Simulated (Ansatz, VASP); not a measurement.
**CaSe in VASP and in Ansatz**

POSCAR

```
CaSe
1.0
    0.0000000000      2.9675351259      3.0651670315
    2.9675351259      0.0000000000      3.0651670315
    2.9675351259      2.9675351259      0.0000000000
Ca Se
1 1
Direct
    0.0000000000      0.0000000000      0.0000000000
    0.5000000000      0.5000000000      0.5000000000
```

The input INCAR.step1:

```
SYSTEM = CaSe
PREC     = Accurate       ! precision mode
ENCUT    = 520            ! plane-wave cutoff, eV
ISMEAR   = 0              ! smearing method
SIGMA    = 0.01           ! smearing width, eV
LREAL    = .False.        ! projectors in reciprocal space
LASPH    = .True.         ! aspherical terms in the spheres
NELM     = 80             ! most SCF steps
NBANDS   = 15             ! bands
GGA      = PE             ! functional
ALGO     = Normal         ! electronic algorithm
EDIFF    = 1E-4           ! SCF threshold, eV
LWAVE    = .True.         ! write WAVECAR
LCHARG   = .False.        ! write CHGCAR
```

Contents of INCAR.step2:

```
SYSTEM = CaSe
PREC     = Accurate       ! precision mode
ENCUT    = 520            ! plane-wave cutoff, eV
EDIFF    = 1E-6           ! SCF threshold, eV
ISMEAR   = 0              ! smearing method
SIGMA    = 0.01           ! smearing width, eV
LREAL    = .False.        ! projectors in reciprocal space
LASPH    = .True.         ! aspherical terms in the spheres
NELM     = 80             ! most SCF steps
ALGO     = Normal         ! electronic algorithm
ISIF     = 2              ! what is computed and relaxed
LWAVE    = .False.        ! write WAVECAR
LCHARG   = .True.         ! write CHGCAR
METAGGA  = R2SCAN         ! meta-GGA
LMIXTAU  = .True.       
LELF     = .True.         ! ELF
LVHAR    = .True.       
NBANDS   = 15             ! bands
ISTART   = 1
```

The input KPOINTS:

```
regular mesh
0
Gamma
  8 8 8
  0 0 0
```

Input for Ansatz:

```yaml
crystal:
  lattice:
    - [0.0, 2.9675351259, 3.0651670315]
    - [2.9675351259, 0.0, 3.0651670315]
    - [2.9675351259, 2.9675351259, 0.0]
  atoms:
    - { symbol: Ca, position: [0.0, 0.0, 0.0] }
    - { symbol: Se, position: [0.5, 0.5, 0.5] }
kpoints:
  mp_grid: { grid: [8, 8, 8] }
  band_path:
    path:
      - [0.0, 0.0, 0.0]
      - [0.5, 0.0, 0.5]
      - [0.625, 0.25, 0.625]
      - [0.375, 0.375, 0.75]
      - [0.5, 0.5, 0.5]
      - [0.5, 0.25, 0.75]
      - [0.0, 0.5, 0.5]
    npoints: 1
hamiltonian:
  xc: r2scan
scf:
  occupations: { method: fixed }
  n_extra_bands: 4
output:
  forces: true
  stress: true
  eigenvalues: true
  write_density: true
  write_potential: true
  elf: true
  volumetric_format: npy
```

Change from the starting cell: uniaxial_z strain +3.3%.

Alike in both runs: task single point; functional r2SCAN; k mesh 8 × 8 × 8; no spin polarisation.

|  | VASP | Ansatz |
| --- | --- | --- |
| version | VASP 6.6.1 | Ansatz 0.2.0 |
| potentials or method | VASP PAW PBE potentials, release 64 (Ca_sv, Se) | plane waves, PAW |
| plane-wave cutoff (eV) | 520 | 500 |
| occupations | gaussian, width 0.01 eV | fixed |
| valence electrons in the cell | 16 | 26 |

|  | VASP | Ansatz | Ansatz less VASP |
| --- | --- | --- | --- |
| gap on the k mesh at the Fermi level (eV) | 2.58 | 2.58 | 0.000 |
| pressure (GPa) | -1.3 | -1.5 | -0.21 |
| traceless stress, the component that is largest in VASP (GPa) | -1.71 | -1.66 | +0.050 |

VASP's potentials were made for PBE, not for r2SCAN. VASP's potentials hold 16 valence electrons a cell and Ansatz's 26, so a difference there can come from the potentials and not from the codes.
